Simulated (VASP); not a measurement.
Set up this calculation in VASP 6.6.1, as the native input.

```
Task                   : single point
Functional             : LDA
Potentials or basis    : VASP PAW LDA potentials, release 64 (Cd_sv_GW)
Cutoff                 : 630 eV
k mesh                 : 8 × 8 × 8
Occupations            : gaussian, width 0.05 eV
Spin                   : no spin polarisation
Dipole correction      : no
Further INCAR settings : ALGO = Normal; EDIFF = 1e-06; NBANDS = 16
```

The structure of Cd lies in POSCAR:

```
Cd
1.0
    0.0000000000      2.0468446614      2.0468446614
    2.0468446614      0.0000000000      2.0468446614
    2.0468446614      2.0468446614      0.0000000000
Cd
1
Direct
    0.0000000000      0.0000000000      0.0000000000
```

This isn't the form of Cd at room conditions, which is hcp.

These files were run (other wordings do the same):

INCAR

```
  ALGO = Normal
  EDIFF = 1E-6
  ENCUT = 630
  GGA_COMPAT = F
  ISIF = 2
  ISMEAR = 0
  LASPH = T
  LCHARG = F
  LREAL = F
  LWAVE = F
  NBANDS = 16
  NELM = 120
  PREC = Accurate
  SIGMA = 0.05
```

KPOINTS

```
k-points
0
Gamma
  8 8 8
```

Potentials or basis: VASP PAW LDA potentials, release 64 (Cd_sv_GW).

Launch:

```bash
$ cat potpaw_LDA.64/Cd_sv_GW/POTCAR > POTCAR
$ mpirun -np 1 vasp_std > vasp.out
```

Results of the run:

The pressure is 15.1 GPa and the band gap on the k mesh is zero (bands 10 and 11 overlap by 3.11 eV).

Caveat: the cell stands under pressure.

It took 8.6 s on 1 thread of AMD EPYC 7R13 Processor (Zen 3), on a shared host, peak memory 0.11 GiB.
